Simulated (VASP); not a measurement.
Crystal: Sb2W.

```
W Sb
1.0
     3.46494    0.00000    0.00000
    -1.73247    3.00072    0.00000
     0.00000    0.00000    6.71742
W Sb
1 2
Direct
  0.00000 0.00000 0.00000
  0.33333 0.66667 0.28475
  0.66667 0.33333 0.71525
```

Base run:

- Program: VASP 6.6.1
- Functional: PBEsol
- Potentials or basis: VASP PAW PBE potentials, release 64 (W_sv, Sb)
- Cutoff: 520 eV
- k mesh: 12 × 12 × 6
- Occupations: gaussian, width 0.05 eV
- Spin: no spin polarisation

Its results: band gap on the k mesh zero (band 12 reaches 8.81 eV, above the bottom of band 13 at 8.47 eV); pressure -4.2 GPa; largest force 0.190 eV/Å.

Task: After a change of settings the same cell gave: band gap on the k mesh zero (band 12 reaches 9.05 eV, above the bottom of band 13 at 8.75 eV); pressure 1.8 GPa; largest force 0.098 eV/Å. Which change was it?
A. functional from PBEsol to PBE; occupations from gaussian, width 0.05 eV to fermi-dirac, width 0.005 eV
B. functional from PBEsol to r2SCAN
C. functional from PBEsol to PBE; further incar settings from ALGO = Normal; EDIFF = 1e-06; NBANDS = 19 to ALGO = Normal; EDIFF = 1e-07; NBANDS = 19
D. functional from PBEsol to RPBE; occupations from gaussian, width 0.05 eV to tetrahedron

Result: D.

Caveats: the PAW data sets were made with another functional, which shifts forces and pressure a little; spin-orbit coupling is left out, which moves the levels of the heavy elements.
